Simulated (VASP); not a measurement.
# TlPb2 (Fd-3m) in VASP: a series of runs, part 2 of 2

VASP 6.6.1. Earlier steps stand in the parts before.

**4. Single point, PBE (30.17 Å³/atom)**

This run uses another cell than the first one, of 30.17 Å³/atom.

The input, INCAR:

```
SYSTEM = TlPb2
PREC = Accurate
ENCUT = 520
EDIFF = 1E-6
ISMEAR = 0
SIGMA = 0.1
LREAL = .FALSE.
LASPH = .TRUE.
NELM = 80
ALGO = Fast
ISIF = 2
LWAVE = .FALSE.
LCHARG = .FALSE.
GGA = PE
NBANDS = 50
```

The input, KPOINTS:

```
Automatic mesh
0
G
  8 8 8
  0 0 0
```

The input, POSCAR:

```
TlPb2
1.0
    0.0000000000      4.4896087994      4.4896087994
    4.4896087994      0.0000000000      4.4896087994
    4.4896087994      4.4896087994      0.0000000000
Tl Pb
2 4
Direct
    0.0000000000      0.0000000000      0.0000000000
    0.2500000000      0.2500000000      0.2500000000
    0.6250000000      0.6250000000      0.6250000000
    0.1250000000      0.6250000000      0.6250000000
    0.6250000000      0.1250000000      0.6250000000
    0.6250000000      0.6250000000      0.1250000000
```

Potentials or basis: VASP PAW PBE potentials, release 64 (Tl_d, Pb_d).

The run is started by

```
> cat potpaw_PBE.64/Tl_d/POTCAR potpaw_PBE.64/Pb_d/POTCAR > POTCAR
> mpirun -np 1 vasp_std > vasp.out
```

OUTCAR:

```text
SYSTEM = TlPb2
   PREC = Accurate
   ENCUT = 520
   EDIFF = 1E-6
   ISMEAR = 0
   LREAL = .FALSE.
   LASPH = .TRUE.
   NELM = 80
   ISIF = 2
   GGA = PE

 ion  position               nearest neighbor table
   1  0.000  0.000  0.000-   5 3.72   6 3.72   4 3.72   6 3.72   4 3.72   5 3.72   3 3.72   3 3.72
                             3 3.72   4 3.72   5 3.72   6 3.72   2 3.89   2 3.89   2 3.89   2 3.89
   2  0.250  0.250  0.250-   4 3.72   5 3.72   4 3.72   6 3.72   5 3.72   6 3.72   3 3.72   6 3.72
                             3 3.72   3 3.72   4 3.72   5 3.72   1 3.89   1 3.89   1 3.89   1 3.89
   3  0.625  0.625  0.625-   4 3.17   5 3.17   6 3.17   6 3.17   5 3.17   4 3.17   1 3.72   2 3.72
                             1 3.72   2 3.72   1 3.72   2 3.72
   4  0.125  0.625  0.625-   3 3.17   6 3.17   5 3.17   3 3.17   5 3.17   6 3.17   2 3.72   1 3.72
                             2 3.72   1 3.72   1 3.72   2 3.72
   5  0.625  0.125  0.625-   3 3.17   6 3.17   3 3.17   4 3.17   6 3.17   4 3.17   1 3.72   2 3.72
                             1 3.72   2 3.72   1 3.72   2 3.72
   6  0.625  0.625  0.125-   3 3.17   3 3.17   4 3.17   5 3.17   5 3.17   4 3.17   1 3.72   2 3.72
                             1 3.72   2 3.72   1 3.72   2 3.72

  LATTYP: Found a face centered cubic cell.
 ALAT       =     8.9792175988

  Lattice vectors:

 A1 = (   0.0000000000,   4.4896087994,   4.4896087994)
 A2 = (   4.4896087994,   0.0000000000,   4.4896087994)
 A3 = (   4.4896087994,   4.4896087994,   0.0000000000)

Analysis of symmetry for initial positions (statically):
=====================================================================
 Subroutine PRICEL returns:
 Original cell was already a primitive cell.

 Routine SETGRP: Setting up the symmetry group for a
 face centered cubic supercell.

 Subroutine GETGRP returns: Found 48 space group operations
 (whereof 24 operations were pure point group operations)
 out of a pool of 48 trial point group operations.

The static configuration has the point symmetry T_d .
 The point group associated with its full space group is O_h .

Analysis of symmetry for dynamics (positions and initial velocities):
[... 144 lines left out ...]
   LORBIT       =      0    0 simple, 1 ext, 2 COOP (PROOUT), +10 PAW based schemes
   GGA     = PE    functional components
   LHFCALC =     F    Hartree Fock is set to
   AEXX    =    0.0000 exact exchange contribution
   IVDW    =     0    specifies the selected vdW correction
   LEPSILON=     F    determine dielectric tensor
   LRPA    =     F    only Hartree local field effects (RPA)
 non-spin polarized calculation
 RMM-DIIS sequential band-by-band and
 Gauss-broadening in eV      SIGMA  =   0.10
  energy-cutoff  :      520.00
  volume of cell :      180.99
 maximum number of plane-waves:      4909
   NGX = 23   NGY = 23   NGZ = 23

 number of electron      82.0000010 magnetization

 Free energy of the ion-electron system (eV)
  ---------------------------------------------------
  ext. energy  EPLUGINS =         0.00000000
  ---------------------------------------------------
  free energy    TOTEN  =       -18.00329655 eV

  energy without entropy =      -17.98570654  energy(sigma->0) =      -17.99450155

 E-fermi :   6.9641     XC(G=0): -10.0644

 val. band max:        6.9626697287   @ k =   0.3750   0.2500   0.0000
 cond. band min:       6.9718735988   @ k =   0.5000   0.0000   0.0000
 fundamental gap:      0.0092038701
 Fermi energy:         6.9640518159

 k-point     1 :       0.0000    0.0000    0.0000
  band No.  band energies     occupation
      1     -10.6139      2.00000
      2     -10.4058      2.00000
      3     -10.4058      2.00000
      4     -10.4058      2.00000
      5     -10.3823      2.00000
      6     -10.3823      2.00000
[... 1261 lines left out ...]
     49      11.0584      0.00000
     50      11.5520      0.00000

 [... further k-points ...]

------------------------ aborting loop because EDIFF is reached ----------------------------------------

  FORCE on cell =-STRESS in cart. coord.  units (eV):
  Direction    XX          YY          ZZ          XY          YZ          ZX
  --------------------------------------------------------------------------------------
  -------------------------------------------------------------------------------------
  Total        5.9243476      5.9243476      5.9243476     -0.0000000      0.0000000      0.0000000
  in kB       52.4439772     52.4439772     52.4439772     -0.0000000      0.0000000      0.0000000
  external PRESSURE =      52.4439772 kB  Pullay stress =       0.0000000 kB

 VOLUME and BASIS-vectors are now :
 -----------------------------------------------------------------------------
  energy-cutoff  :      520.00
  volume of cell :      180.99
      direct lattice vectors                 reciprocal lattice vectors
     0.000000000  4.489608799  4.489608799    -0.111368278  0.111368278  0.111368278
     4.489608799  0.000000000  4.489608799     0.111368278 -0.111368278  0.111368278
     4.489608799  4.489608799  0.000000000     0.111368278  0.111368278 -0.111368278

 POSITION                                       TOTAL-FORCE (eV/Angst)
 -----------------------------------------------------------------------------------
      0.00000      0.00000      0.00000        -0.000000     -0.000000     -0.000000
      2.24480      2.24480      2.24480         0.000000      0.000000      0.000000
      5.61201      5.61201      5.61201        -0.000000     -0.000000     -0.000000
      5.61201      3.36721      3.36721        -0.000000     -0.000000     -0.000000
      3.36721      5.61201      3.36721        -0.000000     -0.000000     -0.000000
      3.36721      3.36721      5.61201        -0.000000     -0.000000     -0.000000
 -----------------------------------------------------------------------------------
    total drift:                                0.000000      0.000000     -0.000000

  FREE ENERGIE OF THE ION-ELECTRON SYSTEM (eV)
  ---------------------------------------------------
  free  energy   TOTEN  =       -18.0032965539 eV

  energy  without entropy=      -17.9857065363  energy(sigma->0) =      -17.99450155
```

OSZICAR:

```text
N       E                     dE             d eps       ncg     rms          rms(c)
DAV:   1     0.964494869035E+03    0.96449E+03   -0.39637E+04  2902   0.189E+03
DAV:   2     0.837131462203E+02   -0.88078E+03   -0.85793E+03  2900   0.518E+02
DAV:   3    -0.134868953787E+02   -0.97200E+02   -0.94509E+02  3292   0.211E+02
DAV:   4    -0.179923485045E+02   -0.45055E+01   -0.44708E+01  3362   0.446E+01
DAV:   5    -0.181741841691E+02   -0.18184E+00   -0.18181E+00  3932   0.862E+00    0.264E+00
RMM:   6    -0.180304936139E+02    0.14369E+00   -0.21033E-01  3140   0.278E+00    0.176E+00
RMM:   7    -0.180018887332E+02    0.28605E-01   -0.14519E-01  3312   0.222E+00    0.755E-01
RMM:   8    -0.180025327871E+02   -0.64405E-03   -0.30910E-02  3614   0.127E+00    0.495E-02
RMM:   9    -0.180032575446E+02   -0.72476E-03   -0.92393E-03  4223   0.581E-01    0.523E-02
RMM:  10    -0.180033227215E+02   -0.65177E-04   -0.10615E-03  4500   0.185E-01    0.435E-02
RMM:  11    -0.180033170115E+02    0.57100E-05   -0.12094E-04  4356   0.671E-02    0.336E-02
RMM:  12    -0.180032944623E+02    0.22549E-04   -0.89505E-05  3356   0.859E-02    0.101E-02
RMM:  13    -0.180032957566E+02   -0.12943E-05   -0.18007E-05  3430   0.294E-02    0.749E-03
RMM:  14    -0.180032965539E+02   -0.79729E-06   -0.55129E-06  2842   0.181E-02
   1 F= -.18003297E+02 E0= -.17994502E+02  d E =-.175900E-01
```

stdout:

```text
POSCAR found type information on POSCAR TlPb
 POSCAR found :  2 types and       6 ions
 scaLAPACK will be used
 LDA part: xc-table for (Slater+PW92), standard interpolation
 POSCAR, INCAR and KPOINTS ok, starting setup
 FFT: planning ... GRIDC
 FFT: planning ... GRID_SOFT
 FFT: planning ... GRID
 WAVECAR not read
 entering main loop
```

It took 2.4 min on 1 thread of Intel Xeon 6975P-C (Granite Rapids), shared host; peak memory 0.43 GiB.

Results:

| Item | Value |
| --- | --- |
| Free energy | -18.0033 eV |
| Pressure | 5.2 GPa |
| Band gap on the k mesh | zero (bands 41 and 42 overlap by 2.35 eV) |

Caveat: the cell stands under pressure; spin-orbit coupling is left out, which moves the levels of the heavy elements.

**5. Single point, PBE (31.19 Å³/atom)**

This run uses another cell than the first one, of 31.19 Å³/atom.

The input, INCAR:

```
SYSTEM = TlPb2
ALGO = Fast
EDIFF = 1E-6
ENCUT = 520
GGA = PE
ISIF = 2
ISMEAR = 0
LASPH = .TRUE.
LCHARG = .FALSE.
LREAL = .FALSE.
LWAVE = .FALSE.
NBANDS = 50
NELM = 80
PREC = Accurate
SIGMA = 0.1
```

The input, KPOINTS:

```
k-points
0
G
  8 8 8
  0 0 0
```

POSCAR: that of step 4 with these lines changed.

```diff
@@ -2,5 +2,5 @@
 1.0
-    0.0000000000      4.4896087994      4.4896087994
-    4.4896087994      0.0000000000      4.4896087994
-    4.4896087994      4.4896087994      0.0000000000
+    0.0000000000      4.5400580647      4.5400580647
+    4.5400580647      0.0000000000      4.5400580647
+    4.5400580647      4.5400580647      0.0000000000
 Tl Pb
```

The run is started by

```
> cat potpaw_PBE.64/Tl_d/POTCAR potpaw_PBE.64/Pb_d/POTCAR > POTCAR
> mpirun -np 1 vasp_std > vasp.out
```

Wall time 2.3 min (1 thread of Intel Xeon 6975P-C (Granite Rapids), shared host); peak memory 0.45 GiB.

It converged, with:

- Free energy: -18.1748 eV
- Pressure: 3.5 GPa
- Band gap on the k mesh: zero (bands 41 and 42 overlap by 2.27 eV)

Levels at points of the mesh, in eV from the Fermi level:
| k point | band 39 | band 40 | band 41 | band 42 | band 43 | band 44 |
| --- | --- | --- | --- | --- | --- | --- |
| (0.00, 0.00, 0.00) | -2.90 | -2.90 | -0.88 | -0.88 | 0.31 | 0.31 |
| (0.50, 0.00, 0.00) | -2.70 | 0.01 | 0.01 | 0.72 | 0.73 | 0.73 |
| (0.50, 0.50, 0.00) | -1.02 | -1.02 | 1.04 | 1.04 | 1.19 | 1.19 |

Caveat: the cell stands under pressure; spin-orbit coupling is left out, which moves the levels of the heavy elements.

**6. Summary**

| level | cell | k mesh | gap on the mesh (eV) | pressure (GPa) |
| --- | --- | --- | --- | --- |
| r2SCAN | a = 6.626 Å, angles 60.0°, 6 atoms | 8 × 8 × 8 | none | -1.0 |
| PBE | a = 6.626 Å, angles 60.0°, 6 atoms | 4 × 4 × 4 | none | 0.0 |
| PBE | a = 6.349 Å, angles 60.0°, 6 atoms | 8 × 8 × 8 | none | 5.2 |
| PBE | a = 6.421 Å, angles 60.0°, 6 atoms | 8 × 8 × 8 | none | 3.5 |

Alike in all rows: task single point; potentials or basis VASP PAW PBE potentials, release 64 (Tl_d, Pb_d); no spin polarisation; cutoff (eV) 520; smearing gaussian 0.1 eV.

Caveats: spin-orbit coupling is left out, which moves the levels of the heavy elements; the cell stands under pressure (at least some runs); the PAW data sets were made with another functional, which shifts forces and pressure a little (at least some runs).

Absolute energies hang on the potentials; compare differences alone.
